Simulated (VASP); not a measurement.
The system is CuI.

```
I Cu
1.0
     0.00000    3.09096    3.09096
     3.09096    0.00000    3.09096
     3.09096    3.09096    0.00000
I Cu
1 1
Direct
  0.00000 0.00000 0.00000
  0.75000 0.75000 0.75000
```

Base run:

| Property | Result |
| --- | --- |
| Program | VASP 6.6.1 |
| Functional | RPBE |
| Potentials or basis | VASP PAW PBE potentials, release 64 (I, Cu) |
| Cutoff | 520 eV |
| k mesh | 8 × 8 × 8 |
| Occupations | fermi-dirac, width 0.05 eV |
| Spin | no spin polarisation |

Its results: band gap on the k mesh 1.13 eV; pressure 0.2 GPa.

The run is repeated on the same cell with these changes: functional from RPBE to SVWN5. What comes out?

Band gap on the k mesh 0.82 eV; pressure -5.9 GPa.

SVWN5 binds more tightly than RPBE, so the same cell stands under less pressure.

Caveats: the PAW data sets were made with another functional, which shifts forces and pressure a little; spin-orbit coupling is left out, which moves the levels of the heavy elements; the cell stands under tension (at least some runs).

